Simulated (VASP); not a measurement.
# Na (Fd-3m) in VASP: notebook

Runs on Na. Level: PBE. Tasks: single point.

Everything below comes from runs of VASP 6.6.1. Logs are shortened: lines on timing, memory, paths and dates and some standing lists are left out, and cuts for length are marked.

### Step 1. The cell of the first run

Symmetry: Fd-3m, No. 227, cubic system. The conventional cell has a = 6.516 Å, b = 6.516 Å, c = 6.516 Å, α = 90.00°, β = 90.00°, γ = 90.00°. Within 3.7 Å of Na (site symmetry -43m) lie 4 Na at 2.82 Å.

This isn't the form of Na at room conditions, which is bcc.

### Step 2. Single point, PBE

INCAR reads:

```
ALGO = Normal
EDIFF = 1E-6
ENCUT = 520
GGA = PE
ISIF = 2
ISMEAR = -1
LASPH = True
LCHARG = True
LELF = True
LREAL = False
LVHAR = True
LWAVE = False
NBANDS = 14
NELM = 60
PREC = Accurate
SIGMA = 0.08
```

KPOINTS reads:

```
k-points
0
Gamma
  10 10 10
```

POSCAR reads:

```
Na
1.0
    0.0000000000      3.2578603807      3.2578603807
    3.2578603807      0.0000000000      3.2578603807
    3.2578603807      3.2578603807      0.0000000000
Na
2
Direct
   -0.1250000000     -0.1250000000     -0.1250000000
    0.1250000000      0.1250000000      0.1250000000
```

Potentials or basis: VASP PAW PBE potentials, release 64 (Na_pv).

Command:

```console
$ cat potpaw_PBE.64/Na_pv/POTCAR > POTCAR
$ mpirun -np 1 vasp_std > vasp.out
```

OUTCAR:

```text
EDIFF = 1E-6
   ENCUT = 520
   GGA = PE
   ISIF = 2
   ISMEAR = -1
   LASPH = True
   LREAL = False
   NELM = 60
   PREC = Accurate

 ion  position               nearest neighbor table
   1  0.875  0.875  0.875-
   2  0.125  0.125  0.125-

  LATTYP: Found a face centered cubic cell.
 ALAT       =     6.5157207614

  Lattice vectors:

 A1 = (   0.0000000000,   3.2578603807,   3.2578603807)
 A2 = (   3.2578603807,   0.0000000000,   3.2578603807)
 A3 = (   3.2578603807,   3.2578603807,   0.0000000000)

Analysis of symmetry for initial positions (statically):
=====================================================================
 Subroutine PRICEL returns:
 Original cell was already a primitive cell.

 Routine SETGRP: Setting up the symmetry group for a
 face centered cubic supercell.

 Subroutine GETGRP returns: Found 48 space group operations
 (whereof 12 operations were pure point group operations)
 out of a pool of 48 trial point group operations.

The static configuration has the point symmetry D_3d.
 The point group associated with its full space group is O_h .

Analysis of symmetry for dynamics (positions and initial velocities):
=====================================================================
 Subroutine PRICEL returns:
 Original cell was already a primitive cell.

 Routine SETGRP: Setting up the symmetry group for a
 face centered cubic supercell.

 Subroutine GETGRP returns: Found 48 space group operations
 (whereof 12 operations were pure point group operations)
 out of a pool of 48 trial point group operations.

The dynamic configuration has the point symmetry D_3d.
 The point group associated with its full space group is O_h .

 Subroutine INISYM returns: Found 48 space group operations
 (whereof 12 operations are pure point group operations),
 and found     1 'primitive' translations

----------------------------------------------------------------------------------------

                                     Primitive cell

  volume of cell :      69.1556

  direct lattice vectors                    reciprocal lattice vectors
     0.000000000  3.257860381  3.257860381    -0.153474963  0.153474963  0.153474963
     3.257860381  0.000000000  3.257860381     0.153474963 -0.153474963  0.153474963
     3.257860381  3.257860381  0.000000000     0.153474963  0.153474963 -0.153474963

  length of vectors
     4.607310335  4.607310335  4.607310335     0.265826433  0.265826433  0.265826433

  position of ions in fractional coordinates (direct lattice)
     0.875000000  0.875000000  0.875000000
     0.125000000  0.125000000  0.125000000

  ion indices of the primitive-cell ions
   primitive index   ion index
                 1           1
                 2           2

----------------------------------------------------------------------------------------

 KPOINTS: k-points

Automatic generation of k-mesh.
 Grid dimensions read from file:
 generate k-points for:   10   10   10

 Generating k-lattice:

  Cartesian coordinates                     Fractional coordinates (reciprocal lattice)
    -0.015347496  0.015347496  0.015347496     0.100000000  0.000000000  0.000000000
     0.015347496 -0.015347496  0.015347496     0.000000000  0.100000000  0.000000000
     0.015347496  0.015347496 -0.015347496     0.000000000  0.000000000  0.100000000

  Length of vectors
     0.026582643  0.026582643  0.026582643

  Shift w.r.t. Gamma in fractional coordinates (k-lattice)
     0.000000000  0.000000000  0.000000000

 Subroutine IBZKPT returns following result:
 ===========================================

 Found     47 irreducible k-points:

 Following reciprocal coordinates:
            Coordinates               Weight
  0.000000  0.000000  0.000000      1.000000
  0.100000  0.000000  0.000000      8.000000
  0.200000  0.000000  0.000000      8.000000
  0.300000  0.000000  0.000000      8.000000
  0.400000  0.000000  0.000000      8.000000
  0.500000  0.000000  0.000000      4.000000
[... 16 lines left out ...]
  0.300000  0.300000  0.000000      6.000000
  0.400000  0.300000  0.000000     24.000000
 [... further k-points ...]
   k-points           NKPTS =     47   k-points in BZ     NKDIM =     47   number of bands    NBANDS=     14
   number of dos      NEDOS =    301   number of ions     NIONS =      2
   total plane-waves  NPLWV =  46656
   dimension x,y,z NGX =    36 NGY =   36 NGZ =   36
   dimension x,y,z NGXF=    72 NGYF=   72 NGZF=   72
   ions per type =               2
   NGX,Y,Z   is equivalent  to a cutoff of  12.99, 12.99, 12.99 a.u.
   NGXF,Y,Z  is equivalent  to a cutoff of  25.98, 25.98, 25.98 a.u.
 SYSTEM =  unknown system
   PREC   = accura    normal or accurate (medium, high low for compatibility)
   ISTART =      0    job   : 0-new  1-cont  2-samecut
   ICHARG =      2    charge: 1-file 2-atom 10-const
   ISPIN  =      1    spin polarized calculation?
   LNONCOLLINEAR =      F non collinear calculations
   LSORBIT =      F    spin-orbit coupling
   LASPH  =      T    aspherical Exc in radial PAW
   ENCUT  =  520.0 eV  38.22 Ry    6.18 a.u.   8.57  8.57  8.57*2*pi/ulx,y,z
   NELM   =     60;   NELMIN=  2; NELMDL= -5     # of ELM steps
   EDIFF  = 0.1E-05   stopping-criterion for ELM
   LREAL  =      F    real-space projection
   EDIFFG = 0.1E-04   stopping-criterion for IOM
   NSW    =      0    number of steps for IOM
   IBRION =     -1    ionic relax: 0-MD 1-quasi-New 2-CG
   NFREE  =      0    steps in history (QN), initial steepest desc. (CG)
   ISIF   =      2    stress and relaxation
   ISYM   =      2    0-nonsym 1-usesym 2-fastsym
   POTIM  = 0.5000    time-step for ionic-motion
   TEBEG  =    0.0;   TEEND  =   0.0 temperature during run
   PSTRESS=    0.0 pullay stress
   NELECT =      14.0000    total number of electrons
   NUPDOWN=      -1.0000    fix difference up-down
   EMIN   =  10.00;   EMAX   =-10.00  energy-range for DOS
   EFERMI =   0.00;   METHOD = LEGACY
   ISMEAR =    -1;   SIGMA  =   0.08  broadening in eV -4-tet -1-fermi 0-gaus
   EFERMI_NEDOS =   21; number of points for ismear=-14 and -15
   IALGO  =     38    algorithm
   IMIX   =      4    mixing-type and parameters
     AMIX     =   0.40;   BMIX     =  1.00
     AMIX_MAG =   1.60;   BMIX_MAG =  1.00
  volume/ion in A,a.u.               =      34.58       233.34
  Fermi-wavevector in a.u.,A,eV,Ry     =   0.961262  1.816522 12.572115  0.924024
  Thomas-Fermi vector in A             =   2.090618
   LORBIT       =      0    0 simple, 1 ext, 2 COOP (PROOUT), +10 PAW based schemes
   GGA     = PE    functional components
   LHFCALC =     F    Hartree Fock is set to
   AEXX    =    0.0000 exact exchange contribution
   IVDW    =     0    specifies the selected vdW correction
   LEPSILON=     F    determine dielectric tensor
   LRPA    =     F    only Hartree local field effects (RPA)
 non-spin polarized calculation
  energy-cutoff  :      520.00
  volume of cell :       69.16
 maximum number of plane-waves:      1892
 NGX is ok and might be reduce to    36
   NGX = 17   NGY = 17   NGZ = 17

 number of electron      13.9999984 magnetization

 Free energy of the ion-electron system (eV)
  ---------------------------------------------------
  ext. energy  EPLUGINS =         0.00000000
  ---------------------------------------------------
  free energy    TOTEN  =        -1.70165958 eV

  energy without entropy =       -1.68224801  energy(sigma->0) =       -1.69195380

 E-fermi :   0.6527     XC(G=0):  -6.6453

 val. band max:        0.6502546080   @ k =  -0.4000   0.3000   0.0000
 cond. band min:       0.6879973377   @ k =  -0.4000   0.1000   0.0000
 fundamental gap:      0.0377427297
 Fermi energy:         0.6527184986

 k-point     1 :       0.0000    0.0000    0.0000
  band No.  band energies     occupation
      1     -24.9847      2.00000
      2     -24.9847      2.00000
      3     -24.9847      2.00000
      4     -24.8640      2.00000
      5     -24.8640      2.00000
      6     -24.8640      2.00000
      7      -2.8419      2.00000
      8       6.7603      0.00000
      9       6.7603      0.00000
     10       6.7603      0.00000
     11       6.9503      0.00000
     12       6.9503      0.00000
     13       6.9503      0.00000
     14       9.3407      0.00000

 k-point     2 :       0.1000    0.0000    0.0000
  band No.  band energies     occupation
      1     -24.9863      2.00000
      2     -24.9863      2.00000
      3     -24.9849      2.00000
      4     -24.8644      2.00000
      5     -24.8625      2.00000
      6     -24.8625      2.00000
      7      -2.7314      2.00000
      8       5.3777      0.00000
      9       6.3255      0.00000
     10       6.3255      0.00000
     11       7.5398      0.00000
     12       7.5560      0.00000
     13       7.5560      0.00000
     14       8.7721      0.00000

 k-point     3 :       0.2000    0.0000    0.0000
  band No.  band energies     occupation
      1     -24.9904      2.00000
      2     -24.9903      2.00000
      3     -24.9856      2.00000
      4     -24.8654      2.00000
      5     -24.8587      2.00000
      6     -24.8586      2.00000
      7      -2.4017      2.00000
      8       3.7962      0.00000
      9       5.9903      0.00000
     10       5.9903      0.00000
     11       7.5020      0.00000
     12       7.7902      0.00000
     13       7.7902      0.00000
     14       8.5658      0.00000

 k-point     4 :       0.3000    0.0000    0.0000
  band No.  band energies     occupation
      1     -24.9950      2.00000
      2     -24.9950      2.00000
      3     -24.9865      2.00000
      4     -24.8665      2.00000
      5     -24.8542      2.00000
      6     -24.8542      2.00000
      7      -1.8572      2.00000
      8       2.3176      0.00000
      9       5.8366      0.00000
     10       5.8366      0.00000
     11       7.0848      0.00000
     12       7.0848      0.00000
     13       7.4257      0.00000
     14       8.7832      0.00000

 k-point     5 :       0.4000    0.0000    0.0000
  band No.  band energies     occupation
      1     -24.9986      2.00000
      2     -24.9986      2.00000
      3     -24.9874      2.00000
      4     -24.8672      2.00000
      5     -24.8509      2.00000
      6     -24.8509      2.00000
      7      -1.1051      2.00000
      8       0.9968      0.02674
      9       5.8614      0.00000
     10       5.8614      0.00000
     11       6.5158      0.00000
[... 276 lines left out ...]
 k-point    22 :      -0.2000    0.2000    0.0000
  band No.  band energies     occupation
      1     -25.0062      2.00000
      2     -24.9952      2.00000
      3     -24.9755      2.00000
      4     -24.8767      2.00000
      5     -24.8540      2.00000
      6     -24.8447      2.00000
      7      -1.6766      2.00000
      8       3.1409      0.00000
      9       3.1510      0.00000
     10       5.9795      0.00000
     11       6.8546      0.00000
     12       7.8245      0.00000
     13       7.9597      0.00000
     14       8.9262      0.00000

 k-point    23 :       0.3000    0.3000    0.0000
  band No.  band energies     occupation
      1     -25.0060      2.00000
      2     -25.0060      2.00000
      3     -24.9617      2.00000
      4     -24.8913      2.00000
      5     -24.8441      2.00000
      6     -24.8440      2.00000
      7      -1.5323      2.00000
      8       3.9395      0.00000
      9       4.2757      0.00000
     10       4.2757      0.00000
     11       4.9864      0.00000
     12       5.0328      0.00000
     13      10.6009      0.00000
     14      11.1339      0.00000

 k-point    24 :       0.4000    0.3000    0.0000
  band No.  band energies     occupation
      1     -25.0107      2.00000
      2     -25.0094      2.00000
      3     -24.9548      2.00000
      4     -24.8990      2.00000
      5     -24.8409      2.00000
      6     -24.8400      2.00000
      7      -0.9963      2.00000
      8       3.1004      0.00000
      9       3.1261      0.00000
     10       4.1231      0.00000
     11       4.8432      0.00000
     12       5.8357      0.00000
     13      10.2691      0.00000
     14      11.3812      0.00000

 [... further k-points ...]

------------------------ aborting loop because EDIFF is reached ----------------------------------------

  FORCE on cell =-STRESS in cart. coord.  units (eV):
  Direction    XX          YY          ZZ          XY          YZ          ZX
  --------------------------------------------------------------------------------------
  -------------------------------------------------------------------------------------
  Total        1.2429972      1.2429972      1.2429972      0.0000000      0.0000000      0.0000000
  in kB       28.7974026     28.7974026     28.7974026      0.0000000      0.0000000      0.0000000
  external PRESSURE =      28.7974026 kB  Pullay stress =       0.0000000 kB

 VOLUME and BASIS-vectors are now :
 -----------------------------------------------------------------------------
  energy-cutoff  :      520.00
  volume of cell :       69.16
      direct lattice vectors                 reciprocal lattice vectors
     0.000000000  3.257860381  3.257860381    -0.153474963  0.153474963  0.153474963
     3.257860381  0.000000000  3.257860381     0.153474963 -0.153474963  0.153474963
     3.257860381  3.257860381  0.000000000     0.153474963  0.153474963 -0.153474963

 POSITION                                       TOTAL-FORCE (eV/Angst)
 -----------------------------------------------------------------------------------
      5.70126      5.70126      5.70126        -0.000000      0.000000      0.000000
      0.81447      0.81447      0.81447         0.000000     -0.000000     -0.000000
 -----------------------------------------------------------------------------------
    total drift:                                0.000000      0.000000      0.000000

  FREE ENERGIE OF THE ION-ELECTRON SYSTEM (eV)
  ---------------------------------------------------
  free  energy   TOTEN  =        -1.7016595847 eV

  energy  without entropy=       -1.6822480096  energy(sigma->0) =       -1.69195380
```

It took 19 s on 1 thread of AMD EPYC 9R45 (Zen 5), shared host; peak memory 0.17 GiB.

Results:

```
Free energy            : -1.7017 eV
Pressure               : 2.9 GPa
Band gap on the k mesh : zero (bands 7 and 8 overlap by 1.35 eV)
```

Levels at points of the mesh, in eV from the Fermi level:
| k point | band 4 | band 5 | band 6 | band 7 | band 8 | band 9 | band 10 | band 11 |
| --- | --- | --- | --- | --- | --- | --- | --- | --- |
| (0.00, 0.00, 0.00) | -25.52 | -25.52 | -25.52 | -3.49 | 6.11 | 6.11 | 6.11 | 6.30 |
| (0.50, 0.00, 0.00) | -25.52 | -25.50 | -25.50 | -0.87 | -0.73 | 5.34 | 5.34 | 5.55 |
| (0.50, 0.50, 0.00) | -25.58 | -25.49 | -25.49 | 0.07 | 0.07 | 3.13 | 3.13 | 3.81 |

### Step 3. Single point, PBE

INCAR reads:

```
SYSTEM = Na
PREC = Accurate
ENCUT = 520
EDIFF = 1E-6
ISMEAR = -1
SIGMA = 0.08
LREAL = .False.
LASPH = .True.
NELM = 100
ALGO = Normal
ISIF = 2
LWAVE = .False.
LCHARG = .False.
GGA = PE
NBANDS = 14
```

KPOINTS reads:

```
Automatic mesh
0
Gamma
  10 10 10
  0 0 0
```

POSCAR is that of step 2.

Potentials or basis: VASP PAW PBE potentials, release 64 (Na_pv).

Command:

```console
$ cat potpaw_PBE.64/Na_pv/POTCAR > POTCAR
$ mpirun -np 1 vasp_std > vasp.out
```

Wall time 17 s (1 thread of AMD EPYC 9R45 (Zen 5), shared host); peak memory 0.17 GiB.

Results (log left out):

- Free energy: -1.7017 eV
- Pressure: 2.9 GPa
- Band gap on the k mesh: zero (bands 7 and 8 overlap by 1.35 eV)

Levels at points of the mesh, in eV from the Fermi level:
```tsv
k point	band 4	band 5	band 6	band 7	band 8	band 9	band 10	band 11
(0.00, 0.00, 0.00)	-25.52	-25.52	-25.52	-3.49	6.11	6.11	6.11	6.30
(0.50, 0.00, 0.00)	-25.52	-25.50	-25.50	-0.87	-0.73	5.34	5.34	5.55
(0.50, 0.50, 0.00)	-25.58	-25.49	-25.49	0.07	0.07	3.13	3.13	3.81
```
